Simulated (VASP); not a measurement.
Wanted: the native input for a VASP 6.6.1 run.

```
Task                   : single point
Functional             : r2SCAN
Potentials or basis    : VASP PAW PBE potentials, release 64 (Zn, O)
Cutoff                 : 520 eV
k mesh                 : 12 × 12 × 6
Occupations            : gaussian, width 0.01 eV
Spin                   : no spin polarisation
Dipole correction      : no
Further INCAR settings : ALGO = Normal; EDIFF = 1e-07; NBANDS = 26
```

ZnO:

```xyz
4
Lattice="3.2353 0.0000 0.0000 -1.6177 2.8019 0.0000 0.0000 0.0000 5.1067" Properties=species:S:1:pos:R:3 pbc="T T T"
Zn    0.0000    1.8679   -0.0262
Zn    1.6177    0.9340    2.5271
O     0.0000    1.8679    1.9413
O     1.6177    0.9340    4.4946
```

This cell differs from its parent crystal: uniaxial z strain -2.0%.

The input as run:

POSCAR

```
ZnO
1.0
    3.2353408669      0.0000000000      0.0000000000
   -1.6176704335      2.8018873806      0.0000000000
    0.0000000000      0.0000000000      5.1067327949
Zn O
2 2
Direct
    0.3333333333      0.6666666667     -0.0051370691
    0.6666666667      0.3333333333      0.4948629309
    0.3333333333      0.6666666667      0.3801370691
    0.6666666667      0.3333333333      0.8801370691
```

INCAR.step1

```
ALGO     = Normal         # electronic algorithm
EDIFF    = 1E-4           # SCF threshold, eV
ENCUT    = 520            # plane-wave cutoff, eV
GGA      = PE             # functional
ISMEAR   = 0              # smearing method
LASPH    = T              # aspherical terms in the spheres
LCHARG   = F              # write CHGCAR
LREAL    = F              # projectors in reciprocal space
LWAVE    = T              # write WAVECAR
NBANDS   = 26             # bands
NELM     = 100            # most SCF steps
PREC     = Accurate       # precision mode
SIGMA    = 0.01           # smearing width, eV
```

INCAR.step2

```
ALGO     = Normal         # electronic algorithm
EDIFF    = 1E-7           # SCF threshold, eV
ENCUT    = 520            # plane-wave cutoff, eV
ISIF     = 2              # what is computed and relaxed
ISMEAR   = 0              # smearing method
ISTART   = 1            
LASPH    = T              # aspherical terms in the spheres
LCHARG   = F              # write CHGCAR
LMIXTAU  = T            
LREAL    = F              # projectors in reciprocal space
LWAVE    = F              # write WAVECAR
METAGGA  = R2SCAN         # meta-GGA
NBANDS   = 26             # bands
NELM     = 100            # most SCF steps
PREC     = Accurate       # precision mode
SIGMA    = 0.01           # smearing width, eV
```

KPOINTS

```
k-points
0
Gamma
  12 12 6
```

Potentials or basis: VASP PAW PBE potentials, release 64 (Zn, O).

The run is started by

```sh
$ cat potpaw_PBE.64/Zn/POTCAR potpaw_PBE.64/O/POTCAR > POTCAR
$ cp INCAR.step1 INCAR
$ mpirun -np 1 vasp_std > vasp.out
$ cp INCAR.step2 INCAR
$ mpirun -np 1 vasp_std > vasp.out
```

Results of the run:

The pressure is 4.2 GPa and the largest force is 0.006 eV/Å. The band gap on the k mesh is 1.29 eV.

Caveat: the cell differs from its parent crystal (uniaxial z strain -2.0%); the cell stands under pressure; the PAW data sets were made with another functional, which shifts forces and pressure a little.

It took 3.4 min on 1 thread of AMD EPYC 9R45 96-Core Processor (Zen 5) (shared host), peak memory 0.19 GiB.
